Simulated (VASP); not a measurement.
Set up this calculation in VASP 6.6.1, as the native input.

* Task: electric field gradients
* Functional: PBE
* Potentials or basis: VASP PAW PBE potentials, release 64 (Sr_sv, V_sv, O)
* Cutoff: 520 eV
* k mesh: 9 × 9 × 9
* Occupations: fermi-dirac, width 0.05 eV
* Spin: collinear spin, ferromagnetic start
* Starting moments: [0.0, 1.0, 0.0, 0.0, 0.0] μB
* Hubbard terms: V d U = 2.1 eV
* Dipole correction: no
* Further INCAR settings: ALGO = Normal; EDIFF = 1e-08; NBANDS = 32

The structure of SrVO3 lies in POSCAR:

```
SrVO3
1.0
    3.8409000000      0.0000000000      0.0000000000
    0.0000000000      3.8409000000      0.0000000000
    0.0000000000      0.0000000000      3.8409000000
Sr V O
1 1 3
Direct
    0.5000000000      0.5000000000      0.5000000000
    0.0000000000      0.0000000000      0.0000000000
    0.5000000000      0.0000000000      0.0000000000
    0.0000000000      0.5000000000      0.0000000000
    0.0000000000      0.0000000000      0.5000000000
```

One way to write it, as run:

INCAR

```
PREC = Accurate
ENCUT = 520
EDIFF = 1E-8
ISMEAR = -1
SIGMA = 0.05
LREAL = False
LASPH = True
NELM = 150
ALGO = Normal
ISIF = 2
LWAVE = False
LCHARG = False
ISPIN = 2
MAGMOM = 0 1 0 0 0
LORBIT = 11
LMAXMIX = 4
LDAU = True
LDAUTYPE = 2
LDAUL = -1 2 -1
LDAUU = 0 2.1 0
LDAUJ = 0 0 0
LDAUPRINT = 1
GGA = PE
LEFG = True
NBANDS = 32
```

KPOINTS

```
Automatic mesh
0
Gamma
  9 9 9
```

Potentials or basis: VASP PAW PBE potentials, release 64 (Sr_sv, V_sv, O).

Command:

```bash
$ cat potpaw_PBE.64/Sr_sv/POTCAR potpaw_PBE.64/V_sv/POTCAR potpaw_PBE.64/O/POTCAR > POTCAR
$ mpirun -np 1 vasp_std > vasp.out
```

Results of the run:

The pressure is 7.1 GPa and the band gap on the k mesh is zero (filled and empty bands overlap). The net moment is 1.00 μB per cell. The site moments are Sr +0.00; V +1.05; O -0.04 μB and the valence electrons inside the program's atomic spheres are Sr 8.02; V 11.54; O 5.06.

Caveat: without QUAD_EFG the Cq values of the log hold for a quadrupole moment of 1 mb, not for the nuclei.

It took 2.7 min on 1 thread of Intel Xeon 6975P-C, on a shared host, peak memory 0.26 GiB.
